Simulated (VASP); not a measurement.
# TaNb2O5 (P4/mmm) in VASP: a series of runs, part 2 of 2

VASP 6.6.1. Earlier steps stand in the parts before.

## 3. Single point, PBE

This run uses another cell than the first one, of 13.99 Å³/atom.

INCAR reads:

```
SYSTEM = TaNb2O5
PREC     = Accurate       ! precision mode
ENCUT    = 600            ! plane-wave cutoff, eV
EDIFF    = 1E-6           ! SCF threshold, eV
ISMEAR   = 0              ! smearing method
SIGMA    = 0.15           ! smearing width, eV
LREAL    = .FALSE.        ! projectors in reciprocal space
LASPH    = .TRUE.         ! aspherical terms in the spheres
NELM     = 120            ! most SCF steps
ALGO     = Normal         ! electronic algorithm
ISIF     = 2              ! what is computed and relaxed
LWAVE    = .FALSE.        ! write WAVECAR
LCHARG   = .TRUE.         ! write CHGCAR
GGA      = PE             ! functional
LELF     = .TRUE.         ! ELF
LVHAR    = .TRUE.       
NBANDS   = 44             ! bands
GGA_COMPAT= .FALSE.
```

KPOINTS reads:

```
Automatic mesh
0
G
  3 3 2
  0 0 0
```

POSCAR reads:

```
TaNb2O5
1.0
    3.9458880626      0.0000000000      0.0000000000
    0.0000000000      3.9458880626      0.0000000000
    0.0000000000      0.0000000000      7.1900807739
Ta Nb O
1 2 5
Direct
    0.5000000000      0.5000000000      0.0000000000
    0.0000000000      0.0000000000      0.2715672478
    0.0000000000      0.0000000000      0.7284327522
    0.0000000000      0.0000000000      0.0000000000
    0.0000000000      0.5000000000      0.7413883558
    0.5000000000      0.0000000000      0.7413883558
    0.0000000000      0.5000000000      0.2586116442
    0.5000000000      0.0000000000      0.2586116442
```

Potentials or basis: VASP PAW PBE potentials, release 64 (Ta_pv, Nb_sv, O).

The run is started by

```bash
$ cat potpaw_PBE.64/Ta_pv/POTCAR potpaw_PBE.64/Nb_sv/POTCAR potpaw_PBE.64/O/POTCAR > POTCAR
$ mpirun -np 1 vasp_std > vasp.out
```

OUTCAR:

```text
SYSTEM = TaNb2O5
   PREC = Accurate
   ENCUT = 600
   EDIFF = 1E-6
   ISMEAR = 0
   LREAL = .FALSE.
   LASPH = .TRUE.
   NELM = 120
   ISIF = 2
   GGA = PE

 ion  position               nearest neighbor table
   1  0.500  0.500  0.000-   5 2.71   6 2.71   7 2.71   8 2.71   6 2.71   8 2.71   5 2.71   7 2.71

   2  0.000  0.000  0.272-   4 1.95   7 1.98   8 1.98   7 1.98   8 1.98
   3  0.000  0.000  0.728-   4 1.95   5 1.98   6 1.98   5 1.98   6 1.98
   4  0.000  0.000  0.000-   2 1.95   3 1.95
   5  0.000  0.500  0.741-   3 1.98   3 1.98   1 2.71   1 2.71
   6  0.500  0.000  0.741-   3 1.98   3 1.98   1 2.71   1 2.71
   7  0.000  0.500  0.259-   2 1.98   2 1.98   1 2.71   1 2.71
   8  0.500  0.000  0.259-   2 1.98   2 1.98   1 2.71   1 2.71

  LATTYP: Found a simple tetragonal cell.
 ALAT       =     3.9458880626
 C/A-ratio  =     1.8221704873

  Lattice vectors:

 A1 = (   3.9458880626,   0.0000000000,   0.0000000000)
 A2 = (   0.0000000000,   3.9458880626,   0.0000000000)
 A3 = (   0.0000000000,   0.0000000000,   7.1900807739)

Analysis of symmetry for initial positions (statically):
[... 174 lines left out ...]
 k-point     1 :       0.0000    0.0000    0.0000
  band No.  band energies     occupation
      1     -49.9213      2.00000
      2     -49.9101      2.00000
      3     -30.2205      2.00000
      4     -30.0899      2.00000
      5     -30.0899      2.00000
      6     -26.2220      2.00000
[... 271 lines left out ...]
     43       9.1083      0.00000
     44       9.6318      0.00000

------------------------ aborting loop because EDIFF is reached ----------------------------------------

  FORCE on cell =-STRESS in cart. coord.  units (eV):
  Direction    XX          YY          ZZ          XY          YZ          ZX
  --------------------------------------------------------------------------------------
  -------------------------------------------------------------------------------------
  Total       -0.4685109     -0.4685109     -0.0838491      0.0000000     -0.0000000     -0.0000000
  in kB       -6.7051261     -6.7051261     -1.2000129      0.0000000     -0.0000000     -0.0000000
  external PRESSURE =      -4.8700884 kB  Pullay stress =       0.0000000 kB

 VOLUME and BASIS-vectors are now :
 -----------------------------------------------------------------------------
  energy-cutoff  :      600.00
  volume of cell :      111.95
      direct lattice vectors                 reciprocal lattice vectors
     3.945888063  0.000000000  0.000000000     0.253428375  0.000000000  0.000000000
     0.000000000  3.945888063  0.000000000     0.000000000  0.253428375  0.000000000
     0.000000000  0.000000000  7.190080774     0.000000000  0.000000000  0.139080496

 POSITION                                       TOTAL-FORCE (eV/Angst)
 -----------------------------------------------------------------------------------
      1.97294      1.97294      0.00000         0.000000     -0.000000      0.000000
      0.00000      0.00000      1.95259         0.000000     -0.000000     -0.067383
      0.00000      0.00000      5.23749        -0.000000      0.000000      0.067383
      0.00000      0.00000      0.00000         0.000000     -0.000000      0.000000
      0.00000      1.97294      5.33064         0.000000      0.000000     -0.009973
      1.97294      0.00000      5.33064        -0.000000     -0.000000     -0.009973
      0.00000      1.97294      1.85944        -0.000000     -0.000000      0.009973
      1.97294      0.00000      1.85944         0.000000      0.000000      0.009973
 -----------------------------------------------------------------------------------
    total drift:                                0.000000     -0.000000     -0.000000

  FREE ENERGIE OF THE ION-ELECTRON SYSTEM (eV)
  ---------------------------------------------------
  free  energy   TOTEN  =       -68.6022435675 eV

  energy  without entropy=      -68.5558413713  energy(sigma->0) =      -68.57904247
```

stdout:

```text
POSCAR found type information on POSCAR TaNbO
 POSCAR found :  3 types and       8 ions
 scaLAPACK will be used
 LDA part: xc-table for (Slater+PW92), standard interpolation
 POSCAR, INCAR and KPOINTS ok, starting setup
 FFT: planning ... GRIDC
 FFT: planning ... GRID_SOFT
 FFT: planning ... GRID
 WAVECAR not read
 entering main loop
```

Wall time 31 s (1 thread of AMD EPYC 9R45 (Zen 5), shared host); peak memory 0.22 GiB.

What came out:

* Free energy: -68.6022 eV
* Pressure: -0.5 GPa
* Largest force: 0.067 eV/Å
* Band gap on the k mesh: zero (an odd number of electrons rules out a gap without spin polarisation)

Forces in eV/Å, atoms in the order of the input:
```
Ta   0.000  0.000  0.000
Nb   0.000  0.000 -0.067
Nb   0.000  0.000  0.067
O    0.000  0.000  0.000
O    0.000  0.000 -0.010
O    0.000  0.000 -0.010
O    0.000  0.000  0.010
O    0.000  0.000  0.010
```

Levels at points of the mesh, in eV from the Fermi level:
```
           k point  band 30  band 31  band 32  band 33  band 34  band 35  band 36  band 37
(0.00, 0.00, 0.00)    -3.85    -3.85    -1.38    -1.37    -0.80    -0.41    -0.40    -0.40
(0.00, 0.00, 0.50)    -3.83    -3.83    -1.34    -1.10    -1.10    -0.81    -0.50    -0.03
```

Caveat: the k points lie up to 0.53 Å⁻¹ apart, too coarse for converged energies and pressures of a metal; spin-orbit coupling is left out, which moves the levels of the heavy elements; an odd number of electrons without spin polarisation forces a metal; a magnetic or distorted state may lie lower.

## 4. Single point, PBE

This run uses another cell than the first one, of 18.83 Å³/atom.

INCAR reads:

```
SYSTEM = TaNb2O5
ALGO     = Normal         ! electronic algorithm
EDIFF    = 1E-6           ! SCF threshold, eV
ENCUT    = 600            ! plane-wave cutoff, eV
GGA      = PE             ! functional
GGA_COMPAT= .FALSE.      
ISIF     = 2              ! what is computed and relaxed
ISMEAR   = 0              ! smearing method
LASPH    = .TRUE.         ! aspherical terms in the spheres
LCHARG   = .TRUE.         ! write CHGCAR
LELF     = .TRUE.         ! ELF
LREAL    = .FALSE.        ! projectors in reciprocal space
LVHAR    = .TRUE.       
LWAVE    = .FALSE.        ! write WAVECAR
NBANDS   = 44             ! bands
NELM     = 120            ! most SCF steps
PREC     = Accurate       ! precision mode
SIGMA    = 0.15           ! smearing width, eV
```

KPOINTS reads:

```
k-points
0
G
  3 3 2
  0 0 0
```

POSCAR reads:

```
TaNb2O5
1.0
    5.0884768268      0.0000000000      0.0000000000
    0.0000000000      5.0884768268      0.0000000000
    0.0000000000      0.0000000000      5.8186547295
Ta Nb O
1 2 5
Direct
    0.0000000000      0.0000000000      0.5000000000
    0.5000000000      0.0000000000      0.5000000000
    0.0000000000      0.5000000000      0.5000000000
    0.0000000000      0.5000000000      0.8149958157
    0.5000000000      0.0000000000      0.8149958157
    0.0000000000      0.5000000000      0.1850041843
    0.5000000000      0.0000000000      0.1850041843
    0.5000000000      0.5000000000      0.5000000000
```

The run is started by

```bash
$ cat potpaw_PBE.64/Ta_pv/POTCAR potpaw_PBE.64/Nb_sv/POTCAR potpaw_PBE.64/O/POTCAR > POTCAR
$ mpirun -np 1 vasp_std > vasp.out
```

It took 51 s on 1 thread of AMD EPYC 9R45 (Zen 5), shared host; peak memory 0.26 GiB.

The run converged. Its results:

```yaml
Free_energy: -58.5643 eV
Pressure: -0.6 GPa
Largest_force: 0.064 eV/Å
Band_gap_on_the_k_mesh: zero (an odd number of electrons rules out a gap without spin polarisation)
```

Forces on the atoms (eV/Å):
```
Ta   0.000  0.000  0.000
Nb   0.000  0.000  0.000
Nb   0.000  0.000  0.000
O    0.000  0.000  0.064
O    0.000  0.000  0.064
O    0.000  0.000 -0.064
O    0.000  0.000 -0.064
O    0.000  0.000  0.000
```

Stress tensor (GPa, compression positive):
```
-0.81  0.00  0.00
 0.00 -0.81  0.00
 0.00  0.00 -0.12
```

Levels at points of the mesh, in eV from the Fermi level:
```csv
k point,band 31,band 32,band 33,band 34,band 35,band 36,band 37,band 38
"(0.00, 0.00, 0.00)",-1.56,-0.88,0.01,0.22,0.24,0.75,0.75,1.92
"(0.00, 0.00, 0.50)",-1.91,-1.17,-1.17,-0.86,0.24,0.40,0.40,2.00
```

Caveat: the k points lie up to 0.54 Å⁻¹ apart, too coarse for converged energies and pressures of a metal; spin-orbit coupling is left out, which moves the levels of the heavy elements; an odd number of electrons without spin polarisation forces a metal; a magnetic or distorted state may lie lower.

## 5. Single point, PBE

This run uses another cell than the first one, of 12.86 Å³/atom.

INCAR reads:

```
ALGO = Normal
EDIFF = 1E-6
ENCUT = 600
GGA = PE
GGA_COMPAT = False
ISIF = 2
ISMEAR = 0
LASPH = True
LCHARG = True
LELF = True
LREAL = False
LVHAR = True
LWAVE = False
NBANDS = 44
NELM = 120
PREC = Accurate
SIGMA = 0.15
```

KPOINTS reads:

```
k-points
0
Gamma
  3 3 4
```

POSCAR reads:

```
TaNb2O5
1.0
    5.2517333086      0.0000000000      0.0000000000
    0.0000000000      5.2517333086      0.0000000000
    0.0000000000      0.0000000000      3.7294384769
Ta Nb O
1 2 5
Direct
    0.0000000000      0.0000000000      0.0000000000
    0.0000000000      0.5000000000      0.5000000000
    0.5000000000      0.0000000000      0.5000000000
    0.7362544629      0.7362544629      0.0000000000
    0.2637455371      0.7362544629      0.0000000000
    0.7362544629      0.2637455371      0.0000000000
    0.0000000000      0.0000000000      0.5000000000
    0.2637455371      0.2637455371      0.0000000000
```

The run is started by

```bash
$ cat potpaw_PBE.64/Ta_pv/POTCAR potpaw_PBE.64/Nb_sv/POTCAR potpaw_PBE.64/O/POTCAR > POTCAR
$ mpirun -np 1 vasp_std > vasp.out
```

It took 33 s on 1 thread of AMD EPYC 9R45 (Zen 5), shared host; peak memory 0.2 GiB.

The run converged. Its results:

```yaml
Free_energy: -65.5139 eV
Pressure: 0.5 GPa
Largest_force: 0.106 eV/Å
Band_gap_on_the_k_mesh: zero (an odd number of electrons rules out a gap without spin polarisation)
```

Forces in eV/Å, atoms in the order of the input:
```
Ta   0.000  0.000  0.000
Nb   0.000  0.000  0.000
Nb   0.000  0.000  0.000
O   -0.075 -0.075  0.000
O    0.075 -0.075  0.000
O   -0.075  0.075  0.000
O    0.000  0.000  0.000
O    0.075  0.075  0.000
```

Stress tensor (GPa, compression positive):
```
0.51 0.00 0.00
0.00 0.51 0.00
0.00 0.00 0.40
```

Levels at points of the mesh, in eV from the Fermi level:
```tsv
k point	band 31	band 32	band 33	band 34	band 35	band 36	band 37	band 38
(0.00, 0.00, 0.00)	-1.97	-1.62	-1.17	-0.62	-0.49	-0.49	0.09	0.75
(0.00, 0.00, 0.50)	-1.83	-0.80	-0.01	0.02	0.02	0.05	0.90	0.92
```

Caveat: the k points lie up to 0.42 Å⁻¹ apart, too coarse for converged energies and pressures of a metal; spin-orbit coupling is left out, which moves the levels of the heavy elements; an odd number of electrons without spin polarisation forces a metal; a magnetic or distorted state may lie lower.

## 6. Summary

```csv
cell,k mesh,gap on the mesh (eV),pressure (GPa),largest force (eV/Å)
"a = 3.728, b = 3.728, c = 5.802 Å, 8 atoms, atomic positions A",3 × 3 × 3,none,-0.2,0.01
"a = 3.946, b = 3.946, c = 7.190 Å, 8 atoms, atomic positions B",3 × 3 × 2,none,-0.5,0.07
"a = 5.088, b = 5.088, c = 5.819 Å, 8 atoms, atomic positions C",3 × 3 × 2,none,-0.6,0.06
"a = 5.252, b = 5.252, c = 3.729 Å, 8 atoms, atomic positions D",3 × 3 × 4,none,0.5,0.11
```

Alike in all rows: task single point; level PBE; potentials or basis VASP PAW PBE potentials, release 64 (Ta_pv, Nb_sv, O); no spin polarisation; cutoff (eV) 600; smearing gaussian 0.15 eV.

Caveats: all runs use coarse meshes; spin-orbit coupling is left out, which moves the levels of the heavy elements; an odd number of electrons without spin polarisation forces a metal; a magnetic or distorted state may lie lower.

Total energies depend on the potentials used, so only differences within one code and one set of settings carry meaning.
